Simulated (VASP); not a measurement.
# Cs2Ir3 (P6/mmm) in VASP: single point with PBE

Aim: the single point of Cs2Ir3 with PBE.

Everything below comes from runs of VASP 6.6.1. Logs are shortened: lines on timing, memory, paths and dates and some standing lists are left out, and cuts for length are marked.

## 1. The cell of the first run

It takes space group P6/mmm (No. 191, hexagonal). Conventional cell: a = 4.790 Å, b = 4.790 Å, c = 8.819 Å, α = 90.00°, β = 90.00°, γ = 120.00°. Cs (site symmetry 6mm) has 1 Ir at 2.35 Å within 3.1 Å. Within 3.7 Å of Ir (site symmetry -6m2) lie 6 Ir at 2.77 Å and 6 Cs at 3.63 Å. Within 3.1 Å of Ir (site symmetry 6/mmm) lie 2 Cs at 2.35 Å and 6 Ir at 2.77 Å.

The cell was generated, and may not be a known phase.

## 2. Single point, PBE

Contents of INCAR:

```
SYSTEM = Cs2Ir3
PREC     = Accurate       ! precision mode
ENCUT    = 560            ! plane-wave cutoff, eV
EDIFF    = 1E-6           ! SCF threshold, eV
ISMEAR   = 0              ! smearing method
SIGMA    = 0.1            ! smearing width, eV
LREAL    = .False.        ! projectors in reciprocal space
LASPH    = .True.         ! aspherical terms in the spheres
NELM     = 120            ! most SCF steps
ALGO     = Normal         ! electronic algorithm
ISIF     = 2              ! what is computed and relaxed
LWAVE    = .False.        ! write WAVECAR
LCHARG   = .False.        ! write CHGCAR
GGA      = PE             ! functional
NBANDS   = 42             ! bands
GGA_COMPAT= .False.
```

Contents of KPOINTS:

```
Automatic mesh
0
Gamma
  6 6 2
  0 0 0
```

Contents of POSCAR:

```
Cs2Ir3
1.0
    4.7899687900      0.0000000000      0.0000000000
   -2.3949843900      4.1482346500      0.0000000000
    0.0000000000      0.0000000000      8.8191248100
Cs Ir
2 3
Direct
    0.0000000000      0.0000000000      0.2663251400
    0.0000000000      0.0000000000      0.7336748600
    0.3333333300      0.6666666700      0.0000000000
    0.6666666700      0.3333333300      0.0000000000
    0.0000000000      0.0000000000      0.0000000000
```

Potentials or basis: VASP PAW PBE potentials, release 64 (Cs_sv, Ir_sv_GW).

The run is started by

```console
$ cat potpaw_PBE.64/Cs_sv/POTCAR potpaw_PBE.64/Ir_sv_GW/POTCAR > POTCAR
$ mpirun -np 1 vasp_std > vasp.out
```

OUTCAR:

```text
SYSTEM = Cs2Ir3
   PREC = Accurate
   ENCUT = 560
   EDIFF = 1E-6
   ISMEAR = 0
   LREAL = .False.
   LASPH = .True.
   NELM = 120
   ISIF = 2
   GGA = PE

 ion  position               nearest neighbor table
   1  0.000  0.000  0.266-   5 2.35
   2  0.000  0.000  0.734-   5 2.35
   3  0.333  0.667  0.000-   4 2.77   5 2.77   4 2.77   5 2.77   5 2.77   4 2.77
   4  0.667  0.333  0.000-   3 2.77   5 2.77   3 2.77   5 2.77   5 2.77   3 2.77
   5  0.000  0.000  0.000-   1 2.35   2 2.35   3 2.77   4 2.77   3 2.77   4 2.77   4 2.77   3 2.77

  LATTYP: Found a hexagonal cell.
 ALAT       =     4.7899687900
 C/A-ratio  =     1.8411654014

  Lattice vectors:

 A1 = (   4.7899687900,   0.0000000000,   0.0000000000)
 A2 = (  -2.3949843900,   4.1482346500,   0.0000000000)
 A3 = (   0.0000000000,   0.0000000000,   8.8191248100)

Analysis of symmetry for initial positions (statically):
=====================================================================
 Subroutine PRICEL returns:
 Original cell was already a primitive cell.

 Routine SETGRP: Setting up the symmetry group for a
 hexagonal supercell.

 Subroutine GETGRP returns: Found 24 space group operations
 (whereof 24 operations were pure point group operations)
 out of a pool of 24 trial point group operations.

The static configuration has the point symmetry D_6h.

Analysis of symmetry for dynamics (positions and initial velocities):
=====================================================================
 Subroutine PRICEL returns:
 Original cell was already a primitive cell.

 Routine SETGRP: Setting up the symmetry group for a
 hexagonal supercell.

 Subroutine GETGRP returns: Found 24 space group operations
 (whereof 24 operations were pure point group operations)
 out of a pool of 24 trial point group operations.

The dynamic configuration has the point symmetry D_6h.

 Subroutine INISYM returns: Found 24 space group operations
 (whereof 24 operations are pure point group operations),
 and found     1 'primitive' translations

----------------------------------------------------------------------------------------

                                     Primitive cell

  volume of cell :     175.2353
[... 80 lines left out ...]
   LSORBIT =      F    spin-orbit coupling
   LASPH  =      T    aspherical Exc in radial PAW
   ENCUT  =  560.0 eV  41.16 Ry    6.42 a.u.   9.24  9.24 17.02*2*pi/ulx,y,z
   NELM   =    120;   NELMIN=  2; NELMDL= -5     # of ELM steps
   EDIFF  = 0.1E-05   stopping-criterion for ELM
   LREAL  =      F    real-space projection
   EDIFFG = 0.1E-04   stopping-criterion for IOM
   NSW    =      0    number of steps for IOM
   IBRION =     -1    ionic relax: 0-MD 1-quasi-New 2-CG
   NFREE  =      0    steps in history (QN), initial steepest desc. (CG)
   ISIF   =      2    stress and relaxation
   ISYM   =      2    0-nonsym 1-usesym 2-fastsym
   POTIM  = 0.5000    time-step for ionic-motion
   TEBEG  =    0.0;   TEEND  =   0.0 temperature during run
   PSTRESS=    0.0 pullay stress
   NELECT =      69.0000    total number of electrons
   NUPDOWN=      -1.0000    fix difference up-down
   EMIN   =  10.00;   EMAX   =-10.00  energy-range for DOS
   EFERMI =   0.00;   METHOD = LEGACY
   ISMEAR =     0;   SIGMA  =   0.10  broadening in eV -4-tet -1-fermi 0-gaus
   EFERMI_NEDOS =   21; number of points for ismear=-14 and -15
   IALGO  =     38    algorithm
   IMIX   =      4    mixing-type and parameters
     AMIX     =   0.40;   BMIX     =  1.00
     AMIX_MAG =   1.60;   BMIX_MAG =  1.00
  volume/ion in A,a.u.               =      35.05       236.51
  Fermi-wavevector in a.u.,A,eV,Ry     =   1.199916  2.267512 19.589633  1.439797
  Thomas-Fermi vector in A             =   2.335766
   LORBIT       =      0    0 simple, 1 ext, 2 COOP (PROOUT), +10 PAW based schemes
   GGA     = PE    functional components
   LHFCALC =     F    Hartree Fock is set to
   AEXX    =    0.0000 exact exchange contribution
   IVDW    =     0    specifies the selected vdW correction
   LEPSILON=     F    determine dielectric tensor
   LRPA    =     F    only Hartree local field effects (RPA)
 non-spin polarized calculation
 Gauss-broadening in eV      SIGMA  =   0.10
  energy-cutoff  :      560.00
  volume of cell :      175.24
 maximum number of plane-waves:      5300
 NGX is ok and might be reduce to    40
   NGX = 19   NGY = 19   NGZ = 35

 number of electron      69.0000002 magnetization

 Free energy of the ion-electron system (eV)
  ---------------------------------------------------
  ext. energy  EPLUGINS =         0.00000000
  ---------------------------------------------------
  free energy    TOTEN  =       -24.14014786 eV

  energy without entropy =      -24.08768500  energy(sigma->0) =      -24.11391643

 E-fermi :   3.5514     XC(G=0):  -8.6124

 val. band max:        3.5511124482   @ k =   0.3333  -0.0000   0.0000
 cond. band min:       3.5739753204   @ k =   0.5000   0.0000   0.5000
 fundamental gap:      0.0228628723
 Fermi energy:         3.5514248430

 k-point     1 :       0.0000    0.0000    0.0000
  band No.  band energies     occupation
      1     -88.7259      2.00000
      2     -87.9903      2.00000
      3     -87.9655      2.00000
      4     -46.0890      2.00000
      5     -45.5106      2.00000
      6     -45.5106      2.00000
[... 619 lines left out ...]
     41       6.9022      0.00000
     42       7.2127      0.00000

------------------------ aborting loop because EDIFF is reached ----------------------------------------

  FORCE on cell =-STRESS in cart. coord.  units (eV):
  Direction    XX          YY          ZZ          XY          YZ          ZX
  --------------------------------------------------------------------------------------
  -------------------------------------------------------------------------------------
  Total       -8.1677197     -8.1677197     26.3533190     -0.0000000      0.0000000      0.0000000
  in kB      -74.6775260    -74.6775258    240.9486040     -0.0000001      0.0000000      0.0000000
  external PRESSURE =      30.5311841 kB  Pullay stress =       0.0000000 kB

 VOLUME and BASIS-vectors are now :
 -----------------------------------------------------------------------------
  energy-cutoff  :      560.00
  volume of cell :      175.24
      direct lattice vectors                 reciprocal lattice vectors
     4.789968790  0.000000000  0.000000000     0.208769627  0.120533201  0.000000000
    -2.394984390  4.148234650  0.000000000     0.000000000  0.241066402  0.000000000
     0.000000000  0.000000000  8.819124810     0.000000000  0.000000000  0.113389936

 POSITION                                       TOTAL-FORCE (eV/Angst)
 -----------------------------------------------------------------------------------
      0.00000      0.00000      2.34875         0.000000     -0.000000      5.893770
      0.00000      0.00000      6.47037         0.000000      0.000000     -5.893770
     -0.00000      2.76549      0.00000         0.000000      0.000000     -0.000000
      2.39498      1.38274      0.00000        -0.000000      0.000000      0.000000
      0.00000      0.00000      0.00000         0.000000      0.000000     -0.000000
 -----------------------------------------------------------------------------------
    total drift:                                0.000000     -0.000000     -0.000000

  FREE ENERGIE OF THE ION-ELECTRON SYSTEM (eV)
  ---------------------------------------------------
  free  energy   TOTEN  =       -24.1401478630 eV

  energy  without entropy=      -24.0876850039  energy(sigma->0) =      -24.11391643
```

It took 3.2 min on 1 thread of Intel Xeon Platinum 8259CL at 2.50GHz (Skylake/Cascade Lake), shared host; peak memory 0.37 GiB.

What came out:

```
Free energy            : -24.1401 eV
Pressure               : 3.1 GPa
Largest force          : 5.894 eV/Å
Band gap on the k mesh : zero (an odd number of electrons rules out a gap without spin polarisation)
```

Forces on the atoms (eV/Å):
```
Cs   0.000  0.000  5.894
Cs   0.000  0.000 -5.894
Ir   0.000  0.000  0.000
Ir   0.000  0.000  0.000
Ir   0.000  0.000  0.000
```

Caveat: the stress differs along the axes, from -7 to 24 GPa; spin-orbit coupling is left out, which moves the levels of the heavy elements; forces of over 1 eV/Å act on the atoms, so gaps and moduli don't describe the material at rest.

The gap in the log of VASP goes by the Fermi energy; the results here count the filled bands.